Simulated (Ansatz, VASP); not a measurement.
LiH in VASP and in Ansatz

```
Li H
1.0
     2.62074    0.00000    0.00000
     0.00000    2.62074    0.00000
     0.00000    0.00000    2.55403
Li H
1 1
Direct
  0.00000 0.00000 0.00000
  0.50000 0.50000 0.50000
```

Change from the starting cell: epitaxial_xy strain +4.8%.

Alike in both runs: task single point; functional r2SCAN; k mesh 10 × 10 × 10; no spin polarisation.

|  | VASP | Ansatz |
| --- | --- | --- |
| version | VASP 6.6.1 | Ansatz 0.2.0 |
| potentials or method | VASP PAW PBE potentials, release 64 (Li_sv, H) | plane waves, PAW |
| plane-wave cutoff (eV) | 520 | 500 |
| occupations | gaussian, width 0.01 eV | fixed |
| valence electrons in the cell | 4 | 4 |

|  | VASP | Ansatz | Ansatz less VASP |
| --- | --- | --- | --- |
| gap on the k mesh at the Fermi level (eV) | 1.20 | 1.06 | -0.139 |

VASP's potentials were made for PBE, not for r2SCAN.

Noted on VASP's run: the cutoff is under 1.25 times that of the potentials, so the pressure is a little rough.
